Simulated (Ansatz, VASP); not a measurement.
# MoSe: VASP beside Ansatz

```xyz
4
Lattice="4.0051 0.0000 0.0000 -2.0025 3.4685 0.0000 0.0000 0.0000 6.8191" Properties=species:S:1:pos:R:3 pbc="T T T"
Mo    0.0000    0.0000    0.0000
Mo    0.0000    0.0000    3.4096
Se    0.0000    2.3123    1.7048
Se    2.0025    1.1562    5.1144
```

Alike in both runs: functional r2SCAN; k mesh 12 × 12 × 6; occupations gaussian, width 0.1 eV; collinear spin; Hubbard terms Mo d U = 4.38 eV.

Ansatz relaxed the structure, and its values are those at the end. VASP's run is a single point on that final structure, the one shown.

|  | VASP | Ansatz |
| --- | --- | --- |
| version | VASP 6.6.1 | Ansatz 0.2.0 |
| potentials or method | VASP PAW PBE potentials, release 64 (Mo_sv, Se), cutoff 520 eV | scalar-relativistic, plane waves, PAW |
| valence electrons in the cell | 40 | 60 |

```tsv
	VASP	Ansatz	Ansatz less VASP
gap on the k mesh at the Fermi level (eV)	none	none	-
pressure (GPa)	-1.2	0.0	+1.21
net moment per atom (μB)	2.00	2.00	0.000
size of the moment on the site where the two differ most (μB)	3.69	3.46	-0.226
```

VASP's potentials were made for PBE, not for r2SCAN. Site moments also hang on the region over which each program counts them. The programs project onto different local orbitals, so the same U acts differently, and such runs can settle in different states. A gap of «none» marks a metal or a gap that the smearing closes. VASP's potentials hold 40 valence electrons a cell and Ansatz's 60, so a difference there can come from the potentials and not from the codes. Ansatz's warnings: filled band counts differ across k points.
